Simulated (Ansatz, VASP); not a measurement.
## Two plane-wave programs on Tl

File INCAR:

```
SYSTEM = Tl
  ALGO = Fast
  EDIFF = 1E-6
  ENCUT = 520
  GGA = PS
  ISIF = 2
  ISMEAR = 0
  LASPH = .True.
  LCHARG = .False.
  LREAL = .False.
  LWAVE = .False.
  NBANDS = 12
  NELM = 100
  PREC = Accurate
  SIGMA = 0.15
```

Contents of KPOINTS:

```
k-points
0
Gamma
  18 18 18
  0 0 0
```

POSCAR

```
Tl
1.0
   -1.9895250000      1.9895250000      2.0380500000
    1.9895250000     -1.9895250000      2.0380500000
    1.9895250000      1.9895250000     -2.0380500000
Tl
1
Direct
    0.0000000000      0.0000000000      0.0000000000
```

Input for Ansatz:

```yaml
crystal:
  lattice:
    - [-1.989525, 1.989525, 2.03805]
    - [1.989525, -1.989525, 2.03805]
    - [1.989525, 1.989525, -2.03805]
  atoms:
    - { symbol: Tl, position: [0.0, 0.0, 0.0] }
basis:
  ecutwfc: 420
kpoints:
  mp_grid: { grid: [18, 18, 18] }
hamiltonian:
  xc: pbesol
scf:
  occupations: { method: gaussian, width: 0.15 }
output:
  forces: true
  stress: true
  eigenvalues: true
```

Change from the starting cell: strain +0.025 along x and y, +0.050 along z, atoms carried along.

Alike in both runs: task single point; functional PBEsol; k mesh 18 × 18 × 18; occupations gaussian, width 0.15 eV; no spin polarisation.

|  | VASP | Ansatz |
| --- | --- | --- |
| version | VASP 6.6.1 | Ansatz 0.2.0 |
| potentials or method | VASP PAW PBE potentials, release 64 (Tl_d), cutoff 520 eV | scalar-relativistic, plane waves, PAW |
| valence electrons in the cell | 13 | 13 |

VASP gave:

```
gap on the k mesh at the Fermi level (eV)                     : none
pressure (GPa)                                                : -3.3
traceless stress, the component that is largest in VASP (GPa) : -0.12
```

Question: What did Ansatz give for the same quantities?

Answer: gap on the k mesh at the Fermi level (eV): none; pressure (GPa): -3.2; traceless stress, the component that is largest in VASP (GPa): -0.12.

VASP's potentials were made for PBE, not for PBEsol. A gap of «none» marks a metal or a gap that the smearing closes.

Spin-orbit coupling is off throughout.
